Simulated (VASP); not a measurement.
Al7GaP8, 16 atoms in the cell. The typed cell holds 16 atoms: a = 7.717 Å, b = 6.683 Å, c = 6.335 Å, α = 90.00°, β = 90.00°, γ = 90.00°. 

| Quantity | Value |
| --- | --- |
| Program | VASP 6.6.1 |
| Task | single point |
| Functional | PBEsol |
| Potentials or basis | VASP PAW PBE potentials, release 64 (Al, Ga_d, P) |
| Cutoff | 520 eV |
| k mesh | 2 × 2 × 2, shifted |
| Occupations | fermi-dirac, width 0.05 eV |
| Spin | no spin polarisation |
| Dipole correction | no |
| Further INCAR settings | LREAL = Auto; ALGO = Normal; EDIFF = 1e-06; NBANDS = 51 |

Potentials or basis: VASP PAW PBE potentials, release 64 (Al, Ga_d, P).

Command:

```sh
$ cat potpaw_PBE.64/Al/POTCAR potpaw_PBE.64/Ga_d/POTCAR potpaw_PBE.64/P/POTCAR > POTCAR
$ mpirun -np 1 vasp_std > vasp.out
```

Hardware: 1 thread of AMD EPYC 9R45 96-Core Processor (Zen 5) (shared host).

Q: Estimate the wall time of this run.

A: Wall time 51 s on 1 thread of AMD EPYC 9R45 96-Core Processor (Zen 5) (shared host), peak memory 0.34 GiB. Counts: scf iterations 14, k points 4.
